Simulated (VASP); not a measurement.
Here is a VASP 6.6.1 calculation.

Contents of INCAR:

```
ALGO = Normal ; EDIFF = 1E-6
ENCUT = 500 ; GGA = PS
GGA_COMPAT = F ; ISIF = 2
ISMEAR = 0 ; LASPH = T
LCHARG = F ; LREAL = F
LWAVE = F ; NBANDS = 15
NELM = 120 ; PREC = Accurate
SIGMA = 0.01
```

KPOINTS

```
k-points
0
Gamma
  8 8 8
```

Contents of POSCAR:

```
CaS
1.0
    0.0000000000      2.8171705784      2.8030847255
    2.8171705784      0.0000000000      2.8030847255
    2.8171705784      2.8171705784      0.0000000000
Ca S
1 1
Direct
    0.0000000000      0.0000000000      0.0000000000
    0.5000000000      0.5000000000      0.5000000000
```

Potentials or basis: VASP PAW PBE potentials, release 64 (Ca_sv, S).

Run with:

```console
$ cat potpaw_PBE.64/Ca_sv/POTCAR potpaw_PBE.64/S/POTCAR > POTCAR
$ mpirun -np 1 vasp_std > vasp.out
```

Task: Estimate the pressure.

Result: 0.5 GPa.

Task: What does it give for the band gap on the k mesh?

Result: 2.14 eV (least direct gap 2.98 eV).

Stress tensor (GPa, compression positive):
```
0.27 0.00 0.00
0.00 0.27 0.00
0.00 0.00 0.88
```

Caveat: the cell differs from its parent crystal (z stretched by -0.5 %, x and y held); the PAW data sets were made with another functional, which shifts forces and pressure a little. A k mesh can miss the band edges.
